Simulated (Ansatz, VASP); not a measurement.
Two plane-wave programs on BeSb

```
CELL_PARAMETERS angstrom
3.37992 0.00000 0.00000
0.00000 3.37992 0.00000
0.00000 0.00000 3.27441
ATOMIC_POSITIONS crystal
Be 0.50000 0.50000 0.55021
Sb 0.00000 0.00000 0.94979
```

Alike in both runs: task relaxation of cell and atoms; functional PBE; k mesh 16 × 16 × 16; occupations gaussian, width 0.1 eV; no spin polarisation.

|  | VASP | Ansatz |
| --- | --- | --- |
| version | VASP 6.6.1 | Ansatz 0.2.0 |
| potentials or method | VASP PAW PBE potentials, release 64 (Be, Sb), cutoff 600 eV | scalar-relativistic, plane waves, PAW |
| valence electrons in the cell | 7 | 17 |

|  | VASP | Ansatz | Ansatz less VASP |
| --- | --- | --- | --- |
| gap on the k mesh at the Fermi level, each at its own relaxed structure (eV) | none | none | - |
| relaxed volume (Å³/atom) | 20.24 | 20.20 | -0.046 |
| relaxed length of the cell vector where the two differ most in proportion (Å) | 3.667 | 3.663 | -0.0045 |

A gap of «none» marks a metal or a gap that the smearing closes. VASP's potentials hold 7 valence electrons a cell and Ansatz's 17, so a difference there can come from the potentials and not from the codes.

Spin-orbit coupling is off throughout.
